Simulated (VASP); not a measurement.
# Mg2B6Pt (R-3m) in VASP: a series of runs

Mg2B6Pt is run at these levels: PBE; tasks: single point, relaxation of cell and atoms.

Everything below comes from runs of VASP 6.6.1. Logs are shortened: lines on timing, memory, paths and dates and some standing lists are left out, and cuts for length are marked.

**1. The cell of the first run**

Symmetry: R-3m, No. 166, trigonal system. Conventional cell: a = 6.066 Å, b = 6.066 Å, c = 7.617 Å, α = 90.00°, β = 90.00°, γ = 120.00°. Within 2.6 Å of Mg (site symmetry 3m) lie 6 B at 1.99 Å and 1 Pt at 2.39 Å. B (site symmetry 2) has 5 B at 1.88 to 2.54 Å and 2 Mg at 1.99 Å and 1 Pt at 2.09 Å within 2.6 Å. Pt (site symmetry -3m) has 6 B at 2.09 Å and 2 Mg at 2.39 Å within 2.8 Å.

The cell was built from a structure type or drawn by symmetry, and may not be a known phase.

**2. Single point, PBE**

INCAR

```
SYSTEM = Mg2B6Pt
PREC     = Accurate       ! precision mode
ENCUT    = 520            ! plane-wave cutoff, eV
EDIFF    = 1E-7           ! SCF threshold, eV
ISMEAR   = 0              ! smearing method
SIGMA    = 0.1            ! smearing width, eV
LREAL    = .FALSE.        ! projectors in reciprocal space
LASPH    = .TRUE.         ! aspherical terms in the spheres
NELM     = 80             ! most SCF steps
ALGO     = Normal         ! electronic algorithm
ISIF     = 2              ! what is computed and relaxed
LWAVE    = .FALSE.        ! write WAVECAR
LCHARG   = .FALSE.        ! write CHGCAR
GGA      = PE             ! functional
NBANDS   = 26             ! bands
```

KPOINTS

```
regular mesh
0
G
  6 6 6
  0 0 0
```

POSCAR

```
Mg2B6Pt
1.0
    3.0330777900      1.7511482800      2.5388948200
   -3.0330777900      1.7511482800      2.5388948200
    0.0000000000     -3.5022965600      2.5388948200
Mg B Pt
2 6 1
Direct
    0.1855601300      0.1855601300      0.1855601300
    0.8144398700      0.8144398700      0.8144398700
    0.1552403900      0.8447596100      0.5000000000
    0.5000000000      0.1552403900      0.8447596100
    0.8447596100      0.5000000000      0.1552403900
    0.8447596100      0.1552403900      0.5000000000
    0.5000000000      0.8447596100      0.1552403900
    0.1552403900      0.5000000000      0.8447596100
    0.5000000000      0.5000000000      0.5000000000
```

Potentials or basis: VASP PAW PBE potentials, release 64 (Mg, B, Pt).

Command:

```
$ cat potpaw_PBE.64/Mg/POTCAR potpaw_PBE.64/B/POTCAR potpaw_PBE.64/Pt/POTCAR > POTCAR
$ mpirun -np 1 vasp_std > vasp.out
```

OUTCAR:

```text
SYSTEM = Mg2B6Pt
   PREC = Accurate
   ENCUT = 520
   EDIFF = 1E-7
   ISMEAR = 0
   LREAL = .FALSE.
   LASPH = .TRUE.
   NELM = 80
   ISIF = 2
   GGA = PE

 ion  position               nearest neighbor table
   1  0.186  0.186  0.186-   5 1.99   7 1.99   4 1.99   8 1.99   3 1.99   6 1.99   9 2.39   2 2.83
                             9 3.51   9 3.51   9 3.51   2 3.51   2 3.51   2 3.51
   2  0.814  0.814  0.814-   4 1.99   8 1.99   7 1.99   5 1.99   3 1.99   6 1.99   9 2.39   1 2.83
                             9 3.51   9 3.51   9 3.51   1 3.51   1 3.51   1 3.51
   3  0.155  0.845  0.500-   6 1.88   2 1.99   1 1.99   9 2.09   8 2.09   7 2.09
   4  0.500  0.155  0.845-   7 1.88   2 1.99   1 1.99   8 2.09   6 2.09   9 2.09
   5  0.845  0.500  0.155-   8 1.88   1 1.99   2 1.99   7 2.09   6 2.09   9 2.09
   6  0.845  0.155  0.500-   3 1.88   2 1.99   1 1.99   9 2.09   5 2.09   4 2.09
   7  0.500  0.845  0.155-   4 1.88   1 1.99   2 1.99   5 2.09   3 2.09   9 2.09
   8  0.155  0.500  0.845-   5 1.88   2 1.99   1 1.99   4 2.09   3 2.09   9 2.09
   9  0.500  0.500  0.500-   3 2.09   6 2.09   5 2.09   4 2.09   7 2.09   8 2.09   1 2.39   2 2.39
                             1 3.51   1 3.51   2 3.51   2 3.51   1 3.51   2 3.51

  LATTYP: Found a trigonal (rhomboedric) cell.
 ALAT       =     4.3257448013
 COS(alpha) =     0.0167243045

  Lattice vectors:

 A1 = (   3.0330777900,   1.7511482800,   2.5388948200)
 A2 = (  -3.0330777900,   1.7511482800,   2.5388948200)
 A3 = (   0.0000000000,  -3.5022965600,   2.5388948200)

Analysis of symmetry for initial positions (statically):
=====================================================================
 Subroutine PRICEL returns:
 Original cell was already a primitive cell.

 Routine SETGRP: Setting up the symmetry group for a
 trigonal (rhombohedral) supercell.

 Subroutine GETGRP returns: Found 12 space group operations
 (whereof 12 operations were pure point group operations)
 out of a pool of 12 trial point group operations.

The static configuration has the point symmetry D_3d.

Analysis of symmetry for dynamics (positions and initial velocities):
=====================================================================
 Subroutine PRICEL returns:
 Original cell was already a primitive cell.

 Routine SETGRP: Setting up the symmetry group for a
 trigonal (rhombohedral) supercell.

 Subroutine GETGRP returns: Found 12 space group operations
 (whereof 12 operations were pure point group operations)
 out of a pool of 12 trial point group operations.

The dynamic configuration has the point symmetry D_3d.

 Subroutine INISYM returns: Found 12 space group operations
 (whereof 12 operations are pure point group operations),
 and found     1 'primitive' translations

----------------------------------------------------------------------------------------

                                     Primitive cell

  volume of cell :      80.9100

  direct lattice vectors                    reciprocal lattice vectors
     3.033077790  1.751148280  2.538894820     0.164849053  0.095175645  0.131290722
    -3.033077790  1.751148280  2.538894820    -0.164849053  0.095175645  0.131290722
     0.000000000 -3.502296560  2.538894820     0.000000000 -0.190351290  0.131290722

  length of vectors
     4.325744801  4.325744801  4.325744803     0.231237685  0.231237685  0.231237685

  position of ions in fractional coordinates (direct lattice)
     0.185560130  0.185560130  0.185560130
     0.814439870  0.814439870  0.814439870
     0.155240390  0.844759610  0.500000000
     0.500000000  0.155240390  0.844759610
     0.844759610  0.500000000  0.155240390
     0.844759610  0.155240390  0.500000000
     0.500000000  0.844759610  0.155240390
     0.155240390  0.500000000  0.844759610
     0.500000000  0.500000000  0.500000000

  ion indices of the primitive-cell ions
   primitive index   ion index
                 1           1
                 2           2
                 3           3
                 4           4
                 5           5
                 6           6
                 7           7
                 8           8
                 9           9

----------------------------------------------------------------------------------------

 KPOINTS: regular mesh

Automatic generation of k-mesh.
 Grid dimensions read from file:
 generate k-points for:    6    6    6

 Generating k-lattice:

  Cartesian coordinates                     Fractional coordinates (reciprocal lattice)
     0.027474842  0.015862607  0.021881787     0.166666667  0.000000000  0.000000000
    -0.027474842  0.015862607  0.021881787     0.000000000  0.166666667  0.000000000
     0.000000000 -0.031725215  0.021881787     0.000000000  0.000000000  0.166666667

  Length of vectors
     0.038539614  0.038539614  0.038539614

  Shift w.r.t. Gamma in fractional coordinates (k-lattice)
     0.000000000  0.000000000  0.000000000

 Subroutine IBZKPT returns following result:
 ===========================================

 Found     32 irreducible k-points:

 Following reciprocal coordinates:
            Coordinates               Weight
  0.000000  0.000000  0.000000      1.000000
  0.166667 -0.000000  0.000000      6.000000
  0.333333 -0.000000  0.000000      6.000000
  0.500000 -0.000000  0.000000      3.000000
  0.166667  0.166667  0.000000      6.000000
  0.333333  0.166667  0.000000     12.000000
[... 16 lines left out ...]
  0.500000  0.500000  0.166667      6.000000
 -0.333333  0.500000  0.166667     12.000000
 [... further k-points ...]
   k-points           NKPTS =     32   k-points in BZ     NKDIM =     32   number of bands    NBANDS=     26
   number of dos      NEDOS =    301   number of ions     NIONS =      9
   total plane-waves  NPLWV =  32768
   dimension x,y,z NGX =    32 NGY =   32 NGZ =   32
   dimension x,y,z NGXF=    64 NGYF=   64 NGZF=   64
   ions per type =               2   6   1
   NGX,Y,Z   is equivalent  to a cutoff of  12.30, 12.30, 12.30 a.u.
   NGXF,Y,Z  is equivalent  to a cutoff of  24.60, 24.60, 24.60 a.u.
 SYSTEM =  Mg2B6Pt
   PREC   = accura    normal or accurate (medium, high low for compatibility)
   ISTART =      0    job   : 0-new  1-cont  2-samecut
   ICHARG =      2    charge: 1-file 2-atom 10-const
   ISPIN  =      1    spin polarized calculation?
   LNONCOLLINEAR =      F non collinear calculations
   LSORBIT =      F    spin-orbit coupling
   LASPH  =      T    aspherical Exc in radial PAW
   ENCUT  =  520.0 eV  38.22 Ry    6.18 a.u.   8.04  8.04  8.04*2*pi/ulx,y,z
   NELM   =     80;   NELMIN=  2; NELMDL= -5     # of ELM steps
   EDIFF  = 0.1E-06   stopping-criterion for ELM
   LREAL  =      F    real-space projection
   EDIFFG = 0.1E-05   stopping-criterion for IOM
   NSW    =      0    number of steps for IOM
   IBRION =     -1    ionic relax: 0-MD 1-quasi-New 2-CG
   NFREE  =      0    steps in history (QN), initial steepest desc. (CG)
   ISIF   =      2    stress and relaxation
   ISYM   =      2    0-nonsym 1-usesym 2-fastsym
   POTIM  = 0.5000    time-step for ionic-motion
   TEBEG  =    0.0;   TEEND  =   0.0 temperature during run
   PSTRESS=    0.0 pullay stress
   NELECT =      32.0000    total number of electrons
   NUPDOWN=      -1.0000    fix difference up-down
   EMIN   =  10.00;   EMAX   =-10.00  energy-range for DOS
   EFERMI =   0.00;   METHOD = LEGACY
   ISMEAR =     0;   SIGMA  =   0.10  broadening in eV -4-tet -1-fermi 0-gaus
   EFERMI_NEDOS =   21; number of points for ismear=-14 and -15
   IALGO  =     38    algorithm
   IMIX   =      4    mixing-type and parameters
     AMIX     =   0.40;   BMIX     =  1.00
     AMIX_MAG =   1.60;   BMIX_MAG =  1.00
  volume/ion in A,a.u.               =       8.99        60.67
  Fermi-wavevector in a.u.,A,eV,Ry     =   1.201685  2.270856 19.647454  1.444047
  Thomas-Fermi vector in A             =   2.337487
   LORBIT       =      0    0 simple, 1 ext, 2 COOP (PROOUT), +10 PAW based schemes
   GGA     = PE    functional components
   LHFCALC =     F    Hartree Fock is set to
   AEXX    =    0.0000 exact exchange contribution
   IVDW    =     0    specifies the selected vdW correction
   LEPSILON=     F    determine dielectric tensor
   LRPA    =     F    only Hartree local field effects (RPA)
 non-spin polarized calculation
 Gauss-broadening in eV      SIGMA  =   0.10
  energy-cutoff  :      520.00
  volume of cell :       80.91
 maximum number of plane-waves:      2224
   NGX = 17   NGY = 17   NGZ = 17

 number of electron      31.9999996 magnetization

 Free energy of the ion-electron system (eV)
  ---------------------------------------------------
  ext. energy  EPLUGINS =         0.00000000
  ---------------------------------------------------
  free energy    TOTEN  =       -35.79174513 eV

  energy without entropy =      -35.78423159  energy(sigma->0) =      -35.78798836

 E-fermi :   8.0953     XC(G=0): -11.8896

 val. band max:        8.0758643191   @ k =   0.5000   0.5000   0.3333
 cond. band min:       8.1533367731   @ k =  -0.3333  -0.3333   0.1667
 fundamental gap:      0.0774724539
 Fermi energy:         8.0953289923

 k-point     1 :       0.0000    0.0000    0.0000
  band No.  band energies     occupation
      1      -5.9755      2.00000
      2      -1.0184      2.00000
      3      -1.0184      2.00000
      4       0.4850      2.00000
      5       0.4850      2.00000
      6       0.7607      2.00000
[... 18 lines left out ...]
     25      14.4628      0.00000
     26      14.4628      0.00000

 k-point     2 :       0.1667   -0.0000    0.0000
  band No.  band energies     occupation
      1      -5.7785      2.00000
      2      -1.6536      2.00000
      3      -0.9282      2.00000
      4      -0.1399      2.00000
      5       0.4111      2.00000
      6       1.0415      2.00000
[... 18 lines left out ...]
     25      13.8694      0.00000
     26      14.0952      0.00000

 k-point     3 :       0.3333   -0.0000    0.0000
  band No.  band energies     occupation
      1      -5.2055      2.00000
      2      -2.9628      2.00000
      3      -0.7362      2.00000
      4      -0.2501      2.00000
      5       0.4152      2.00000
      6       1.1147      2.00000
[... 18 lines left out ...]
     25      13.6838      0.00000
     26      14.7626      0.00000

 k-point     4 :       0.5000   -0.0000    0.0000
  band No.  band energies     occupation
      1      -4.5066      2.00000
      2      -3.9472      2.00000
      3      -0.6428      2.00000
      4      -0.2710      2.00000
      5       0.5996      2.00000
      6       1.1574      2.00000
[... 18 lines left out ...]
     25      14.3273      0.00000
     26      14.8936      0.00000
[... 496 lines left out ...]
      1      -4.8042      2.00000
      2      -2.6538      2.00000
      3      -1.2612      2.00000
      4      -0.9991      2.00000
      5      -0.2106      2.00000
      6       1.0849      2.00000
[... 18 lines left out ...]
     25      13.6460      0.00000
     26      15.2732      0.00000

 k-point    23 :       0.5000    0.5000    0.1667
  band No.  band energies     occupation
      1      -3.0489      2.00000
      2      -2.5737      2.00000
      3      -2.4555      2.00000
      4      -2.1849      2.00000
      5      -0.1122      2.00000
      6       1.1771      2.00000
[... 18 lines left out ...]
     25      14.1623      0.00000
     26      14.1713      0.00000

 k-point    24 :      -0.3333    0.5000    0.1667
  band No.  band energies     occupation
      1      -3.4987      2.00000
      2      -3.2082      2.00000
      3      -1.8696      2.00000
      4      -1.4823      2.00000
      5      -0.3363      2.00000
      6       1.0014      2.00000
[... 18 lines left out ...]
     25      14.0832      0.00000
     26      14.4041      0.00000

 [... further k-points ...]

------------------------ aborting loop because EDIFF is reached ----------------------------------------

  FORCE on cell =-STRESS in cart. coord.  units (eV):
  Direction    XX          YY          ZZ          XY          YZ          ZX
  --------------------------------------------------------------------------------------
  -------------------------------------------------------------------------------------
  Total       26.3202732     26.3202732     20.2433066      0.0000000     -0.0000000      0.0000000
  in kB      521.1929637    521.1929646    400.8571223      0.0000000     -0.0000000      0.0000000
  external PRESSURE =     481.0810168 kB  Pullay stress =       0.0000000 kB

 VOLUME and BASIS-vectors are now :
 -----------------------------------------------------------------------------
  energy-cutoff  :      520.00
  volume of cell :       80.91
      direct lattice vectors                 reciprocal lattice vectors
     3.033077790  1.751148280  2.538894820     0.164849053  0.095175645  0.131290722
    -3.033077790  1.751148280  2.538894820    -0.164849053  0.095175645  0.131290722
     0.000000000 -3.502296560  2.538894820     0.000000000 -0.190351290  0.131290722

 POSITION                                       TOTAL-FORCE (eV/Angst)
 -----------------------------------------------------------------------------------
      0.00000      0.00000      1.41335         0.000000      0.000000      0.121030
      0.00000      0.00000      6.20333         0.000000      0.000000     -0.121030
     -2.09137      0.00000      3.80834         0.505233     -0.000000      0.000000
      1.04568     -1.81118      3.80834        -0.252616      0.437544      0.000000
      1.04568      1.81118      3.80834        -0.252616     -0.437544      0.000000
      2.09137      0.00000      3.80834        -0.505233      0.000000      0.000000
     -1.04568      1.81118      3.80834         0.252616     -0.437544      0.000000
     -1.04568     -1.81118      3.80834         0.252616      0.437544      0.000000
      0.00000      0.00000      3.80834         0.000000      0.000000      0.000000
 -----------------------------------------------------------------------------------
    total drift:                               -0.000000      0.000000      0.000000

  FREE ENERGIE OF THE ION-ELECTRON SYSTEM (eV)
  ---------------------------------------------------
  free  energy   TOTEN  =       -35.7917451329 eV

  energy  without entropy=      -35.7842315865  energy(sigma->0) =      -35.78798836
```

Run time: 26 s. Hardware: 1 thread of AMD EPYC 9R45 (Zen 5), shared host; peak memory 0.19 GiB.

What came out:

```yaml
Free_energy: -35.7917 eV
Pressure: 48.1 GPa
Largest_force: 0.505 eV/Å
Band_gap_on_the_k_mesh: zero (bands 16 and 17 overlap by 2.80 eV)
```

Forces in eV/Å, atoms in the order of the input:
```
Mg   0.000  0.000  0.121
Mg   0.000  0.000 -0.121
B    0.505  0.000  0.000
B   -0.253  0.438  0.000
B   -0.253 -0.438  0.000
B   -0.505  0.000  0.000
B    0.253 -0.438  0.000
B    0.253  0.438  0.000
Pt   0.000  0.000  0.000
```

Levels at points of the mesh, in eV from the Fermi level:
| k point | band 13 | band 14 | band 15 | band 16 | band 17 | band 18 | band 19 | band 20 |
| --- | --- | --- | --- | --- | --- | --- | --- | --- |
| (0.00, 0.00, 0.00) | -1.48 | -1.48 | -0.06 | -0.06 | 0.44 | 1.43 | 1.43 | 1.43 |
| (0.50, 0.00, 0.00) | -2.73 | -2.46 | -2.39 | -0.72 | 0.70 | 1.70 | 2.07 | 2.22 |
| (0.50, 0.50, 0.00) | -3.24 | -3.10 | -1.28 | -0.60 | 0.89 | 1.35 | 1.37 | 3.20 |
| (0.50, 0.50, 0.50) | -4.32 | 0.45 | 0.45 | 2.20 | 2.20 | 2.74 | 3.48 | 3.48 |

Caveat: the cell stands under pressure; spin-orbit coupling is left out, which moves the levels of the heavy elements.

**3. Single point, PBE**

This run uses another cell than the first one, of 13.66 Å³/atom.

INCAR

```
PREC     = Accurate       # precision mode
ENCUT    = 520            # plane-wave cutoff, eV
EDIFF    = 1E-6           # SCF threshold, eV
ISMEAR   = 0              # smearing method
SIGMA    = 0.1            # smearing width, eV
LREAL    = F              # projectors in reciprocal space
LASPH    = T              # aspherical terms in the spheres
NELM     = 100            # most SCF steps
ALGO     = Normal         # electronic algorithm
ISIF     = 2              # what is computed and relaxed
LWAVE    = F              # write WAVECAR
LCHARG   = F              # write CHGCAR
GGA      = PE             # functional
NBANDS   = 26             # bands
```

KPOINTS

```
Automatic mesh
0
Gamma
  6 6 6
```

POSCAR

```
Mg2B6Pt
1.0
    2.8789389228      1.6621561620      4.2805398643
   -2.8789389228      1.6621561620      4.2805398643
    0.0000000000     -3.3243123241      4.2805398643
Mg B Pt
2 6 1
Direct
    0.2897496003      0.2897496003      0.2897496003
    0.7102503997      0.7102503997      0.7102503997
    0.1370870696      0.8629129304      0.5000000000
    0.5000000000      0.1370870696      0.8629129304
    0.8629129304      0.5000000000      0.1370870696
    0.8629129304      0.1370870696      0.5000000000
    0.5000000000      0.8629129304      0.1370870696
    0.1370870696      0.5000000000      0.8629129304
    0.5000000000      0.5000000000      0.5000000000
```

Potentials or basis: VASP PAW PBE potentials, release 64 (Mg, B, Pt).

Command:

```
$ cat potpaw_PBE.64/Mg/POTCAR potpaw_PBE.64/B/POTCAR potpaw_PBE.64/Pt/POTCAR > POTCAR
$ mpirun -np 1 vasp_std > vasp.out
```

Wall time 47 s (1 thread of AMD EPYC 9R45 (Zen 5), shared host); peak memory 0.27 GiB.

The run converged. Its results:

```yaml
Free_energy: -46.1306 eV
Pressure: -0.1 GPa
Largest_force: 0.013 eV/Å
Band_gap_on_the_k_mesh: zero (bands 16 and 17 overlap by 3.35 eV)
```

Forces on the atoms (eV/Å):
```
Mg   0.000  0.000  0.002
Mg   0.000  0.000 -0.002
B    0.013  0.000  0.000
B   -0.006  0.011  0.000
B   -0.006 -0.011  0.000
B   -0.013  0.000  0.000
B    0.006 -0.011  0.000
B    0.006  0.011  0.000
Pt   0.000  0.000  0.000
```

Levels at points of the mesh, in eV from the Fermi level:
| k point | band 13 | band 14 | band 15 | band 16 | band 17 | band 18 | band 19 | band 20 |
| --- | --- | --- | --- | --- | --- | --- | --- | --- |
| (0.00, 0.00, 0.00) | -3.27 | -1.12 | -1.12 | 1.49 | 1.53 | 1.55 | 1.55 | 2.90 |
| (0.50, 0.00, 0.00) | -2.44 | -1.99 | -1.06 | -1.01 | -0.90 | 0.12 | 3.33 | 3.33 |
| (0.50, 0.50, 0.00) | -2.39 | -2.17 | -1.45 | -0.59 | 0.63 | 1.28 | 3.09 | 3.71 |
| (0.50, 0.50, 0.50) | -4.74 | -0.60 | -0.60 | 2.44 | 2.44 | 2.63 | 3.24 | 3.24 |

Caveat: spin-orbit coupling is left out, which moves the levels of the heavy elements.

(Part 1 of 2 ends here.)
